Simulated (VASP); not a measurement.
Runs of VASP 6.6.1 on Mo. The structure is that of space group P6_3/mmc (No. 194), or close to it. The cells are those of the table. This isn't the form of Mo at room conditions, which is bcc.

```csv
task,level,cell,k mesh,cutoff (eV),gap on the mesh (eV),pressure (GPa)
single point,PBEsol,"a = 2.730, b = 2.730, c = 4.839 Å, angles 90.0, 90.0, 120.0°, 2 atoms",18 × 18 × 10,520,none,(a)
single point,PBEsol,"a = 2.732, b = 2.732, c = 4.820 Å, angles 90.0, 90.0, 120.0°, 2 atoms",9 × 9 × 6,520,none,0.6
relaxation of cell and atoms,PBEsol,"relaxed from a = 2.755, b = 2.755, c = 4.360 Å, angles 90.0, 90.0, 120.0°, 2 atoms",9 × 9 × 6,600,none,0.1
single point,r2SCAN,"a = 2.730, b = 2.730, c = 4.839 Å, angles 90.0, 90.0, 120.0°, 2 atoms",18 × 18 × 10,520,none,6.4
```

Alike in all rows: potentials or basis VASP PAW PBE potentials, release 64 (Mo_sv); no spin polarisation; smearing gaussian 0.1 eV.

Task: Fill in the values left out.

Result: (a) 0.5.

Caveats: the PAW data sets were made with another functional, which shifts forces and pressure a little; the cell stands under pressure (at least some runs).

A k mesh can miss the band edges, and the runs leave out spin-orbit coupling on Mo.

A gap of «none» marks levels without a gap at the run's occupations.
